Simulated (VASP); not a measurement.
# InAs (I4/mmm) in VASP: notebook

Runs on InAs. Level: LDA. Tasks: single point.

Program: VASP 6.6.1. These are calculated values, not measurements. Logs are shortened: lines on timing, memory, paths and dates and some standing lists are left out, and cuts for length are marked.

## 1. The cell of the first run

Symmetry: I4/mmm, No. 139, tetragonal system. Conventional cell: a = 4.123 Å, b = 4.123 Å, c = 5.604 Å, α = 90.00°, β = 90.00°, γ = 90.00°. Within 3.7 Å of In (site symmetry 4/mmm) lie 6 As at 2.80 to 2.92 Å. Within 3.7 Å of As (site symmetry 4/mmm) lie 6 In at 2.80 to 2.92 Å.

## 2. Single point, LDA

Contents of INCAR:

```
ALGO = Normal
EDIFF = 1E-6
ENCUT = 520
ISIF = 2
ISMEAR = 0
LASPH = T
LCHARG = F
LREAL = F
LWAVE = F
NBANDS = 16
NELM = 100
PREC = Accurate
SIGMA = 0.05
```

Contents of KPOINTS:

```
k-points
0
Gamma
  6 6 6
```

Contents of POSCAR:

```
InAs
1.0
    0.0000000000      2.9156640000      2.8020797265
    2.9156640000      0.0000000000      2.8020797265
    2.9156640000      2.9156640000      0.0000000000
In As
1 1
Direct
    0.5000000000      0.5000000000      0.5000000000
    0.0000000000      0.0000000000      0.0000000000
```

Potentials or basis: VASP PAW LDA potentials, release 64 (In_d, As).

On the command line:

```bash
cat potpaw_LDA.64/In_d/POTCAR potpaw_LDA.64/As/POTCAR > POTCAR
mpirun -np 1 vasp_std > vasp.out
```

OUTCAR:

```text
EDIFF = 1E-6
   ENCUT = 520
   ISIF = 2
   ISMEAR = 0
   LASPH = T
   LREAL = F
   NELM = 100
   PREC = Accurate

 ion  position               nearest neighbor table
   1  0.500  0.500  0.500-   2 2.80   2 2.80   2 2.92   2 2.92   2 2.92   2 2.92
   2  0.000  0.000  0.000-   1 2.80   1 2.80   1 2.92   1 2.92   1 2.92   1 2.92

  LATTYP: Found a body centered tetragonal cell.
 ALAT       =     4.1233715721
 C/A-ratio  =     1.3591206504

  Lattice vectors:

 A1 = (   0.0000000000,  -2.9156640000,  -2.8020797265)
 A2 = (   0.0000000000,   2.9156640000,  -2.8020797265)
 A3 = (   2.9156640000,   0.0000000000,   2.8020797265)

Analysis of symmetry for initial positions (statically):
=====================================================================
 Subroutine PRICEL returns:
 Original cell was already a primitive cell.

 Routine SETGRP: Setting up the symmetry group for a
 body centered tetragonal supercell.

 Subroutine GETGRP returns: Found 16 space group operations
 (whereof 16 operations were pure point group operations)
 out of a pool of 16 trial point group operations.

The static configuration has the point symmetry D_4h.

Analysis of symmetry for dynamics (positions and initial velocities):
=====================================================================
 Subroutine PRICEL returns:
 Original cell was already a primitive cell.

 Routine SETGRP: Setting up the symmetry group for a
 body centered tetragonal supercell.

 Subroutine GETGRP returns: Found 16 space group operations
 (whereof 16 operations were pure point group operations)
 out of a pool of 16 trial point group operations.

The dynamic configuration has the point symmetry D_4h.

 Subroutine INISYM returns: Found 16 space group operations
 (whereof 16 operations are pure point group operations),
 and found     1 'primitive' translations

----------------------------------------------------------------------------------------

                                     Primitive cell

  volume of cell :      47.6415

  direct lattice vectors                    reciprocal lattice vectors
     0.000000000  2.915664000  2.802079727    -0.171487524  0.171487524  0.178438891
     2.915664000  0.000000000  2.802079727     0.171487524 -0.171487524  0.178438891
     2.915664000  2.915664000  0.000000000     0.171487524  0.171487524 -0.178438891

  length of vectors
     4.043853033  4.043853033  4.123371572     0.301091979  0.301091979  0.301091979

  position of ions in fractional coordinates (direct lattice)
     0.500000000  0.500000000  0.500000000
     0.000000000  0.000000000  0.000000000

  ion indices of the primitive-cell ions
   primitive index   ion index
                 1           1
                 2           2

----------------------------------------------------------------------------------------

 KPOINTS: k-points

Automatic generation of k-mesh.
 Grid dimensions read from file:
 generate k-points for:    6    6    6

 Generating k-lattice:

  Cartesian coordinates                     Fractional coordinates (reciprocal lattice)
    -0.028581254  0.028581254  0.029739815     0.166666667  0.000000000  0.000000000
     0.028581254 -0.028581254  0.029739815     0.000000000  0.166666667  0.000000000
     0.028581254  0.028581254 -0.029739815     0.000000000  0.000000000  0.166666667

  Length of vectors
     0.050181996  0.050181996  0.050181996

  Shift w.r.t. Gamma in fractional coordinates (k-lattice)
     0.000000000  0.000000000  0.000000000

 Subroutine IBZKPT returns following result:
 ===========================================

 Found     30 irreducible k-points:

 Following reciprocal coordinates:
            Coordinates               Weight
  0.000000  0.000000  0.000000      1.000000
  0.166667  0.000000  0.000000      8.000000
  0.333333 -0.000000  0.000000      8.000000
  0.500000 -0.000000  0.000000      4.000000
  0.166667  0.166667  0.000000      2.000000
  0.333333  0.166667  0.000000      8.000000
[... 16 lines left out ...]
  0.333333  0.000000  0.333333      4.000000
  0.500000  0.000000  0.333333     16.000000
 [... further k-points ...]
   k-points           NKPTS =     30   k-points in BZ     NKDIM =     30   number of bands    NBANDS=     16
   number of dos      NEDOS =    301   number of ions     NIONS =      2
   total plane-waves  NPLWV =  28800
   dimension x,y,z NGX =    30 NGY =   30 NGZ =   32
   dimension x,y,z NGXF=    60 NGYF=   60 NGZF=   64
   ions per type =               1   1
   NGX,Y,Z   is equivalent  to a cutoff of  12.33, 12.33, 12.90 a.u.
   NGXF,Y,Z  is equivalent  to a cutoff of  24.67, 24.67, 25.80 a.u.
 SYSTEM =  unknown system
   PREC   = accura    normal or accurate (medium, high low for compatibility)
   ISTART =      0    job   : 0-new  1-cont  2-samecut
   ICHARG =      2    charge: 1-file 2-atom 10-const
   ISPIN  =      1    spin polarized calculation?
   LNONCOLLINEAR =      F non collinear calculations
   LSORBIT =      F    spin-orbit coupling
   LASPH  =      T    aspherical Exc in radial PAW
   ENCUT  =  520.0 eV  38.22 Ry    6.18 a.u.   7.52  7.52  7.67*2*pi/ulx,y,z
   NELM   =    100;   NELMIN=  2; NELMDL= -5     # of ELM steps
   EDIFF  = 0.1E-05   stopping-criterion for ELM
   LREAL  =      F    real-space projection
[... 7 lines left out ...]
   TEBEG  =    0.0;   TEEND  =   0.0 temperature during run
   PSTRESS=    0.0 pullay stress
   NELECT =      18.0000    total number of electrons
   NUPDOWN=      -1.0000    fix difference up-down
   EMIN   =  10.00;   EMAX   =-10.00  energy-range for DOS
   EFERMI =   0.00;   METHOD = LEGACY
   ISMEAR =     0;   SIGMA  =   0.05  broadening in eV -4-tet -1-fermi 0-gaus
   EFERMI_NEDOS =   21; number of points for ismear=-14 and -15
   IALGO  =     38    algorithm
   IMIX   =      4    mixing-type and parameters
     AMIX     =   0.40;   BMIX     =  1.00
     AMIX_MAG =   1.60;   BMIX_MAG =  1.00
  volume/ion in A,a.u.               =      23.82       160.75
  Fermi-wavevector in a.u.,A,eV,Ry     =   1.183506  2.236502 19.057501  1.400687
  Thomas-Fermi vector in A             =   2.319739
   LORBIT       =      0    0 simple, 1 ext, 2 COOP (PROOUT), +10 PAW based schemes
   GGA     = CA    functional components
   LHFCALC =     F    Hartree Fock is set to
   AEXX    =    0.0000 exact exchange contribution
   IVDW    =     0    specifies the selected vdW correction
   LEPSILON=     F    determine dielectric tensor
   LRPA    =     F    only Hartree local field effects (RPA)
 non-spin polarized calculation
 Gauss-broadening in eV      SIGMA  =   0.05
  energy-cutoff  :      520.00
  volume of cell :       47.64
 maximum number of plane-waves:      1307
   NGX = 15   NGY = 15   NGZ = 15

 number of electron      17.9999999 magnetization

 Free energy of the ion-electron system (eV)
  ---------------------------------------------------
  ext. energy  EPLUGINS =         0.00000000
  ---------------------------------------------------
  free energy    TOTEN  =        -8.71081729 eV

  energy without entropy =       -8.70680422  energy(sigma->0) =       -8.70881075

 E-fermi :   5.8120     XC(G=0): -10.3332

 val. band max:        5.8074122892   @ k =  -0.3333   0.0000   0.1667
 cond. band min:       5.8212836918   @ k =   0.3333  -0.0000   0.0000
 fundamental gap:      0.0138714026
 Fermi energy:         5.8120149020

 k-point     1 :       0.0000    0.0000    0.0000
  band No.  band energies     occupation
      1      -8.5142      2.00000
      2      -8.4894      2.00000
      3      -8.4813      2.00000
      4      -8.4813      2.00000
      5      -8.4595      2.00000
      6      -6.3562      2.00000
[... 8 lines left out ...]
     15      13.1743      0.00000
     16      13.9373      0.00000

 k-point     2 :       0.1667    0.0000    0.0000
  band No.  band energies     occupation
      1      -8.5252      2.00000
      2      -8.5001      2.00000
      3      -8.4779      2.00000
      4      -8.4662      2.00000
      5      -8.4527      2.00000
      6      -6.0625      2.00000
[... 8 lines left out ...]
     15      13.7399      0.00000
     16      13.8356      0.00000

 k-point     3 :       0.3333   -0.0000    0.0000
  band No.  band energies     occupation
      1      -8.5506      2.00000
      2      -8.5239      2.00000
      3      -8.4784      2.00000
      4      -8.4333      2.00000
      5      -8.4308      2.00000
      6      -5.2864      2.00000
[... 8 lines left out ...]
     15      15.5107      0.00000
     16      15.6189      0.00000

 k-point     4 :       0.5000   -0.0000    0.0000
  band No.  band energies     occupation
      1      -8.5638      2.00000
      2      -8.5359      2.00000
      3      -8.4805      2.00000
      4      -8.4183      2.00000
      5      -8.4166      2.00000
      6      -4.6958      2.00000
[... 8 lines left out ...]
     15      17.4110      0.00000
     16      17.8040      0.00000

 k-point     5 :       0.1667    0.1667    0.0000
  band No.  band energies     occupation
      1      -8.5477      2.00000
      2      -8.4796      2.00000
      3      -8.4699      2.00000
      4      -8.4621      2.00000
      5      -8.4621      2.00000
      6      -5.9367      2.00000
[... 8 lines left out ...]
     15      15.3928      0.00000
     16      15.3928      0.00000

 k-point     6 :       0.3333    0.1667    0.0000
  band No.  band energies     occupation
      1      -8.5980      2.00000
      2      -8.4916      2.00000
      3      -8.4748      2.00000
      4      -8.4429      2.00000
      5      -8.4299      2.00000
      6      -5.2527      2.00000
[... 8 lines left out ...]
     15      16.4338      0.00000
     16      16.7863      0.00000
[... 267 lines left out ...]
 k-point    21 :      -0.1667    0.3333    0.1667
  band No.  band energies     occupation
      1      -8.6566      2.00000
      2      -8.5006      2.00000
      3      -8.4830      2.00000
      4      -8.4270      2.00000
      5      -8.4178      2.00000
      6      -4.5775      2.00000
[... 8 lines left out ...]
     15      17.2191      0.00000
     16      17.7285      0.00000

 k-point    22 :      -0.3333    0.5000    0.1667
  band No.  band energies     occupation
      1      -8.7459      2.00000
      2      -8.4766      2.00000
      3      -8.4759      2.00000
      4      -8.4281      2.00000
      5      -8.3946      2.00000
      6      -3.6920      2.00000
[... 8 lines left out ...]
     15      17.5135      0.00000
     16      19.9769      0.00000

 k-point    23 :       0.3333    0.0000    0.3333
  band No.  band energies     occupation
      1      -8.6839      2.00000
      2      -8.5080      2.00000
      3      -8.4772      2.00000
      4      -8.4162      2.00000
      5      -8.4116      2.00000
      6      -4.8103      2.00000
[... 8 lines left out ...]
     15      17.4778      0.00000
     16      18.7374      0.00000

 k-point    24 :       0.5000    0.0000    0.3333
  band No.  band energies     occupation
      1      -8.7086      2.00000
      2      -8.5014      2.00000
      3      -8.4880      2.00000
      4      -8.4106      2.00000
      5      -8.4016      2.00000
      6      -4.1527      2.00000
[... 8 lines left out ...]
     15      18.3669      0.00000
     16      19.2479      0.00000

 [... further k-points ...]

------------------------ aborting loop because EDIFF is reached ----------------------------------------

  FORCE on cell =-STRESS in cart. coord.  units (eV):
  Direction    XX          YY          ZZ          XY          YZ          ZX
  --------------------------------------------------------------------------------------
  -------------------------------------------------------------------------------------
  Total       -1.8110684     -1.8110684     -0.5048339      0.0000000     -0.0000000     -0.0000000
  in kB      -60.9059880    -60.9059880    -16.9774967      0.0000000     -0.0000000     -0.0000000
  external PRESSURE =     -46.2631575 kB  Pullay stress =       0.0000000 kB

 VOLUME and BASIS-vectors are now :
 -----------------------------------------------------------------------------
  energy-cutoff  :      520.00
  volume of cell :       47.64
      direct lattice vectors                 reciprocal lattice vectors
     0.000000000  2.915664000  2.802079727    -0.171487524  0.171487524  0.178438891
     2.915664000  0.000000000  2.802079727     0.171487524 -0.171487524  0.178438891
     2.915664000  2.915664000  0.000000000     0.171487524  0.171487524 -0.178438891

 POSITION                                       TOTAL-FORCE (eV/Angst)
 -----------------------------------------------------------------------------------
      2.91566      2.91566      2.80208         0.000000      0.000000      0.000000
      0.00000      0.00000      0.00000         0.000000      0.000000      0.000000
 -----------------------------------------------------------------------------------
    total drift:                                0.000000      0.000000      0.000000

  FREE ENERGIE OF THE ION-ELECTRON SYSTEM (eV)
  ---------------------------------------------------
  free  energy   TOTEN  =        -8.7108172900 eV

  energy  without entropy=       -8.7068042188  energy(sigma->0) =       -8.70881075
```

It took 40 s on 1 thread of Intel Xeon 8259CL, shared host; peak memory 0.16 GiB.

Results:

```yaml
Free_energy: -8.7108 eV
Pressure: -4.6 GPa
Band_gap_on_the_k_mesh: zero (band 9 reaches 6.14 eV, above the bottom of band 10 at 3.43 eV)
```

Caveat: spin-orbit coupling is left out, which moves the levels of the heavy elements.

## 3. Single point, LDA

Contents of INCAR:

```
SYSTEM = InAs
ALGO = Normal
EDIFF = 1E-6
ENCUT = 520
GGA = CA
ISIF = 2
ISMEAR = 0
LASPH = .True.
LCHARG = .False.
LREAL = .False.
LWAVE = .False.
NBANDS = 16
NELM = 60
PREC = Accurate
SIGMA = 0.05
```

Contents of KPOINTS:

```
k-points
0
Gamma
  6 6 6
  0 0 0
```

Contents of POSCAR:

```
InAs
1.0
    0.0000000000      2.9348460000      2.7655709343
    2.9348460000      0.0000000000      2.7655709343
    2.9348460000      2.9348460000      0.0000000000
In As
1 1
Direct
    0.5000000000      0.5000000000      0.5000000000
    0.0000000000      0.0000000000      0.0000000000
```

Potentials or basis: VASP PAW LDA potentials, release 64 (In_d, As).

On the command line:

```bash
cat potpaw_LDA.64/In_d/POTCAR potpaw_LDA.64/As/POTCAR > POTCAR
mpirun -np 1 vasp_std > vasp.out
```

It took 43 s on 1 thread of Intel Xeon 8259CL, shared host; peak memory 0.16 GiB.

It converged, with:

* Free energy: -8.6886 eV
* Pressure: -4.5 GPa
* Band gap on the k mesh: zero (band 9 reaches 6.13 eV, above the bottom of band 10 at 3.37 eV)

Stress tensor (GPa, compression positive):
```
-6.81  0.00  0.00
 0.00 -6.81  0.00
 0.00  0.00  0.10
```

Levels at points of the mesh, in eV from the Fermi level:
```tsv
k point	band 6	band 7	band 8	band 9	band 10	band 11	band 12	band 13
(0.00, 0.00, 0.00)	-12.17	-0.84	-0.68	-0.05	-0.05	6.74	6.74	7.07
(0.50, 0.00, 0.00)	-10.52	-6.62	0.03	0.25	1.93	2.93	3.52	4.34
(0.50, 0.50, 0.00)	-9.35	-4.77	-3.38	-2.44	-2.44	3.68	8.83	8.83
(0.50, 0.00, 0.50)	-9.77	-4.74	-2.93	-2.55	-1.84	3.97	8.21	9.62
```

Caveat: spin-orbit coupling is left out, which moves the levels of the heavy elements.
